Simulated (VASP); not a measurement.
Here is a VASP 6.6.1 calculation.

The input INCAR:

```
  ALGO = Normal
  EDIFF = 1E-6
  ENCUT = 520
  GGA = PE
  ISIF = 2
  ISMEAR = 0
  LASPH = T
  LCHARG = F
  LREAL = F
  LWAVE = F
  NBANDS = 18
  NELM = 80
  PREC = Accurate
  SIGMA = 0.1
```

The input KPOINTS:

```
k-points
0
Gamma
  6 6 6
```

POSCAR

```
TaSiH4
1.0
    0.0000000000      3.0009775000      3.0009775000
    3.0009775000      0.0000000000      3.0009775000
    3.0009775000      3.0009775000      0.0000000000
Ta Si H
1 1 4
Direct
    0.0000000000      0.0000000000      0.0000000000
    0.2500000000      0.2500000000      0.2500000000
    0.4219763200      0.4219763200      0.4219763200
    0.4219763200      0.4219763200      0.7340710400
    0.4219763200      0.7340710400      0.4219763200
    0.7340710400      0.4219763200      0.4219763200
```

Potentials or basis: VASP PAW PBE potentials, release 64 (Ta_pv, Si, H).

Launch:

```console
$ cat potpaw_PBE.64/Ta_pv/POTCAR potpaw_PBE.64/Si/POTCAR potpaw_PBE.64/H/POTCAR > POTCAR
$ mpirun -np 1 vasp_std > vasp.out
```

Task: What does it give for the pressure?

Result: 0.0 GPa.

Task: Predict the largest force.

Result: 0.455 eV/Å.

Forces on the atoms (eV/Å):
```
Ta   0.000  0.000  0.000
Si   0.000  0.000  0.000
H   -0.263 -0.263 -0.263
H    0.263  0.263 -0.263
H    0.263 -0.263  0.263
H   -0.263  0.263  0.263
```
